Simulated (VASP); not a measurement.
# Ge2Sb2O (P4/mmm) in VASP: further runs, part 2 of 2

VASP 6.6.1.

## (3) Single point, PBE

This run uses another cell than the first one, of 21.33 Å³/atom.

INCAR

```
PREC     = Accurate       # precision mode
ENCUT    = 600            # plane-wave cutoff, eV
EDIFF    = 1E-6           # SCF threshold, eV
ISMEAR   = 0              # smearing method
SIGMA    = 0.1            # smearing width, eV
LREAL    = F              # projectors in reciprocal space
LASPH    = T              # aspherical terms in the spheres
NELM     = 120            # most SCF steps
ALGO     = Normal         # electronic algorithm
ISIF     = 2              # what is computed and relaxed
LWAVE    = F              # write WAVECAR
LCHARG   = T              # write CHGCAR
GGA      = PE             # functional
LELF     = T              # ELF
LVHAR    = T            
NBANDS   = 30             # bands
GGA_COMPAT= F
```

KPOINTS

```
regular mesh
0
Gamma
  12 12 4
```

POSCAR

```
Ge2Sb2O
1.0
    3.0296841022      0.0000000000      0.0000000000
    0.0000000000      3.0296841022      0.0000000000
    0.0000000000      0.0000000000     11.6207694487
Ge Sb O
2 2 1
Direct
    0.5000000000      0.5000000000      0.5000000000
    0.5000000000      0.5000000000      0.0000000000
    0.5000000000      0.5000000000      0.7522201555
    0.5000000000      0.5000000000      0.2477798445
    0.0000000000      0.0000000000      0.0000000000
```

Potentials or basis: VASP PAW PBE potentials, release 64 (Ge_d, Sb, O).

Command:

```
cat potpaw_PBE.64/Ge_d/POTCAR potpaw_PBE.64/Sb/POTCAR potpaw_PBE.64/O/POTCAR > POTCAR
mpirun -np 1 vasp_std > vasp.out
```

OUTCAR:

```text
PREC = Accurate
   ENCUT = 600
   EDIFF = 1E-6
   ISMEAR = 0
   LREAL = F
   LASPH = T
   NELM = 120
   ISIF = 2
   GGA = PE

 ion  position               nearest neighbor table
   1  0.500  0.500  0.500-   3 2.93   4 2.93
   2  0.500  0.500  0.000-   5 2.14   5 2.14   5 2.14   5 2.14   3 2.88   4 2.88
   3  0.500  0.500  0.752-   2 2.88   1 2.93
   4  0.500  0.500  0.248-   2 2.88   1 2.93
   5  0.000  0.000  0.000-   2 2.14   2 2.14   2 2.14   2 2.14

  LATTYP: Found a simple tetragonal cell.
 ALAT       =     3.0296841022
 C/A-ratio  =     3.8356373327

  Lattice vectors:

 A1 = (   3.0296841022,   0.0000000000,   0.0000000000)
 A2 = (   0.0000000000,   3.0296841022,   0.0000000000)
 A3 = (   0.0000000000,   0.0000000000,  11.6207694487)

Analysis of symmetry for initial positions (statically):
=====================================================================
 Subroutine PRICEL returns:
 Original cell was already a primitive cell.

 Routine SETGRP: Setting up the symmetry group for a
 simple tetragonal supercell.

 Subroutine GETGRP returns: Found 16 space group operations
 (whereof 16 operations were pure point group operations)
 out of a pool of 16 trial point group operations.

The static configuration has the point symmetry D_4h.

Analysis of symmetry for dynamics (positions and initial velocities):
=====================================================================
 Subroutine PRICEL returns:
 Original cell was already a primitive cell.

 Routine SETGRP: Setting up the symmetry group for a
 simple tetragonal supercell.

 Subroutine GETGRP returns: Found 16 space group operations
 (whereof 16 operations were pure point group operations)
 out of a pool of 16 trial point group operations.

The dynamic configuration has the point symmetry D_4h.

 Subroutine INISYM returns: Found 16 space group operations
 (whereof 16 operations are pure point group operations),
 and found     1 'primitive' translations

----------------------------------------------------------------------------------------

                                     Primitive cell

  volume of cell :     106.6669

  direct lattice vectors                    reciprocal lattice vectors
     3.029684102  0.000000000  0.000000000     0.330067415  0.000000000  0.000000000
     0.000000000  3.029684102  0.000000000     0.000000000  0.330067415  0.000000000
     0.000000000  0.000000000 11.620769449     0.000000000  0.000000000  0.086052822

  length of vectors
     3.029684102  3.029684102 11.620769449     0.330067415  0.330067415  0.086052822

  position of ions in fractional coordinates (direct lattice)
     0.500000000  0.500000000  0.500000000
     0.500000000  0.500000000  0.000000000
     0.500000000  0.500000000  0.752220155
     0.500000000  0.500000000  0.247779845
     0.000000000  0.000000000  0.000000000

  ion indices of the primitive-cell ions
   primitive index   ion index
[... 22 lines left out ...]
     0.027505618  0.027505618  0.021513205

  Shift w.r.t. Gamma in fractional coordinates (k-lattice)
     0.000000000  0.000000000  0.000000000

 Subroutine IBZKPT returns following result:
 ===========================================

 Found     84 irreducible k-points:

 Following reciprocal coordinates:
            Coordinates               Weight
  0.000000  0.000000  0.000000      1.000000
  0.083333  0.000000  0.000000      4.000000
  0.166667  0.000000  0.000000      4.000000
  0.250000  0.000000  0.000000      4.000000
  0.333333  0.000000  0.000000      4.000000
  0.416667  0.000000  0.000000      4.000000
[... 16 lines left out ...]
  0.333333  0.333333  0.000000      4.000000
  0.416667  0.333333  0.000000      8.000000
 [... further k-points ...]
   k-points           NKPTS =     84   k-points in BZ     NKDIM =     84   number of bands    NBANDS=     30
   number of dos      NEDOS =    301   number of ions     NIONS =      5
   total plane-waves  NPLWV =  55296
   dimension x,y,z NGX =    24 NGY =   24 NGZ =   96
   dimension x,y,z NGXF=    48 NGYF=   48 NGZF=  192
   ions per type =               2   2   1
   NGX,Y,Z   is equivalent  to a cutoff of  13.17, 13.17, 13.73 a.u.
   NGXF,Y,Z  is equivalent  to a cutoff of  26.34, 26.34, 27.47 a.u.
 SYSTEM =  unknown system
   PREC   = accura    normal or accurate (medium, high low for compatibility)
   ISTART =      0    job   : 0-new  1-cont  2-samecut
   ICHARG =      2    charge: 1-file 2-atom 10-const
   ISPIN  =      1    spin polarized calculation?
   LNONCOLLINEAR =      F non collinear calculations
   LSORBIT =      F    spin-orbit coupling
   LASPH  =      T    aspherical Exc in radial PAW
   ENCUT  =  600.0 eV  44.10 Ry    6.64 a.u.   6.05  6.05 23.21*2*pi/ulx,y,z
   NELM   =    120;   NELMIN=  2; NELMDL= -5     # of ELM steps
   EDIFF  = 0.1E-05   stopping-criterion for ELM
   LREAL  =      F    real-space projection
   EDIFFG = 0.1E-04   stopping-criterion for IOM
   NSW    =      0    number of steps for IOM
   IBRION =     -1    ionic relax: 0-MD 1-quasi-New 2-CG
   NFREE  =      0    steps in history (QN), initial steepest desc. (CG)
   ISIF   =      2    stress and relaxation
   ISYM   =      2    0-nonsym 1-usesym 2-fastsym
   POTIM  = 0.5000    time-step for ionic-motion
   TEBEG  =    0.0;   TEEND  =   0.0 temperature during run
   PSTRESS=    0.0 pullay stress
   NELECT =      44.0000    total number of electrons
   NUPDOWN=      -1.0000    fix difference up-down
   EMIN   =  10.00;   EMAX   =-10.00  energy-range for DOS
   EFERMI =   0.00;   METHOD = LEGACY
   ISMEAR =     0;   SIGMA  =   0.10  broadening in eV -4-tet -1-fermi 0-gaus
   EFERMI_NEDOS =   21; number of points for ismear=-14 and -15
   IALGO  =     38    algorithm
   IMIX   =      4    mixing-type and parameters
     AMIX     =   0.40;   BMIX     =  1.00
     AMIX_MAG =   1.60;   BMIX_MAG =  1.00
  volume/ion in A,a.u.               =      21.33       143.96
  Fermi-wavevector in a.u.,A,eV,Ry     =   1.218660  2.302933 20.206448  1.485132
  Thomas-Fermi vector in A             =   2.353939
   LORBIT       =      0    0 simple, 1 ext, 2 COOP (PROOUT), +10 PAW based schemes
   GGA     = PE    functional components
   LHFCALC =     F    Hartree Fock is set to
   AEXX    =    0.0000 exact exchange contribution
   IVDW    =     0    specifies the selected vdW correction
   LEPSILON=     F    determine dielectric tensor
   LRPA    =     F    only Hartree local field effects (RPA)
 non-spin polarized calculation
 Gauss-broadening in eV      SIGMA  =   0.10
  energy-cutoff  :      600.00
  volume of cell :      106.67
 maximum number of plane-waves:      3600
   NGX = 13   NGY = 13   NGZ = 47

 number of electron      43.9999979 magnetization

 Free energy of the ion-electron system (eV)
  ---------------------------------------------------
  ext. energy  EPLUGINS =         0.00000000
  ---------------------------------------------------
  free energy    TOTEN  =       -23.19289727 eV

  energy without entropy =      -23.18303455  energy(sigma->0) =      -23.18796591

 E-fermi :   6.4066     XC(G=0): -10.2348

 val. band max:        6.4061240476   @ k =   0.5000   0.1667   0.5000
 cond. band min:       6.4085908604   @ k =   0.2500   0.2500   0.2500
 fundamental gap:      0.0024668128
 Fermi energy:         6.4066421448

 k-point     1 :       0.0000    0.0000    0.0000
  band No.  band energies     occupation
      1     -18.6578      2.00000
      2     -18.6013      2.00000
      3     -18.5669      2.00000
      4     -18.5114      2.00000
      5     -18.5114      2.00000
      6     -18.0844      2.00000
[... 781 lines left out ...]
     29      11.4438      0.00000
     30      11.6994      0.00000

 [... further k-points ...]

------------------------ aborting loop because EDIFF is reached ----------------------------------------

  FORCE on cell =-STRESS in cart. coord.  units (eV):
  Direction    XX          YY          ZZ          XY          YZ          ZX
  --------------------------------------------------------------------------------------
  -------------------------------------------------------------------------------------
  Total        0.0321813      0.0321813     -0.0355527      0.0000000     -0.0000000     -0.0000000
  in kB        0.4833756      0.4833756     -0.5340150      0.0000000     -0.0000000     -0.0000000
  external PRESSURE =       0.1442454 kB  Pullay stress =       0.0000000 kB

 VOLUME and BASIS-vectors are now :
 -----------------------------------------------------------------------------
  energy-cutoff  :      600.00
  volume of cell :      106.67
      direct lattice vectors                 reciprocal lattice vectors
     3.029684102  0.000000000  0.000000000     0.330067415  0.000000000  0.000000000
     0.000000000  3.029684102  0.000000000     0.000000000  0.330067415  0.000000000
     0.000000000  0.000000000 11.620769449     0.000000000  0.000000000  0.086052822

 POSITION                                       TOTAL-FORCE (eV/Angst)
 -----------------------------------------------------------------------------------
      1.51484      1.51484      5.81038         0.000000      0.000000      0.000000
      1.51484      1.51484      0.00000         0.000000      0.000000      0.000000
      1.51484      1.51484      8.74138         0.000000     -0.000000     -0.003148
      1.51484      1.51484      2.87939         0.000000      0.000000      0.003148
      0.00000      0.00000      0.00000         0.000000      0.000000      0.000000
 -----------------------------------------------------------------------------------
    total drift:                                0.000000     -0.000000     -0.000000

  FREE ENERGIE OF THE ION-ELECTRON SYSTEM (eV)
  ---------------------------------------------------
  free  energy   TOTEN  =       -23.1928972717 eV

  energy  without entropy=      -23.1830345518  energy(sigma->0) =      -23.18796591
```

Wall time 1.8 min (1 thread of Intel Xeon 6975P-C (Granite Rapids), shared host); peak memory 0.44 GiB.

Results:

```yaml
Free_energy: -23.1929 eV
Pressure: 0.0 GPa
Largest_force: 0.003 eV/Å
Band_gap_on_the_k_mesh: zero (bands 22 and 23 overlap by 5.73 eV)
```

Forces on the atoms (eV/Å):
```
Ge   0.000  0.000  0.000
Ge   0.000  0.000  0.000
Sb   0.000  0.000 -0.003
Sb   0.000  0.000  0.003
O    0.000  0.000  0.000
```

Caveat: spin-orbit coupling is left out, which moves the levels of the heavy elements.
